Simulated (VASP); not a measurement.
C, 4 atoms in the cell. The structure is orthorhombic, space group Pmma (No. 51). The conventional cell has a = 2.465 Å, b = 3.572 Å, c = 4.269 Å, α = 90.00°, β = 90.00°, γ = 90.00°. C (site symmetry mm2) has 3 C at 1.38 to 1.45 Å within 1.8 Å. Within 1.9 Å of C (site symmetry mm2) lie 3 C at 1.45 Å.  This cell differs from its parent crystal: atoms displaced along a vibrational mode.

| Property | Result |
| --- | --- |
| Program | VASP 6.6.1 |
| Task | single point |
| Functional | PBE |
| Dispersion | D3(BJ) |
| Potentials or basis | VASP PAW PBE potentials, release 64 (C) |
| Cutoff | 520 eV |
| k mesh | 18 × 12 × 10 |
| Occupations | gaussian, width 0.15 eV |
| Spin | no spin polarisation |
| Dipole correction | no |
| Further INCAR settings | ALGO = Normal; EDIFF = 1e-07; NBANDS = 16 |

Potentials or basis: VASP PAW PBE potentials, release 64 (C).

The run is started by

```sh
$ cat potpaw_PBE.64/C/POTCAR > POTCAR
$ mpirun -np 1 vasp_std > vasp.out
```

Hardware: 1 thread of Intel(R) Xeon(R) Platinum 8488C (Sapphire Rapids), on a shared host.

**Question.** How long does it take, and how much memory?

**Answer.** Run time: 110 s on 1 thread of Intel(R) Xeon(R) Platinum 8488C (Sapphire Rapids), on a shared host, peak memory 0.29 GiB. Counts: scf iterations 13, k points 420.
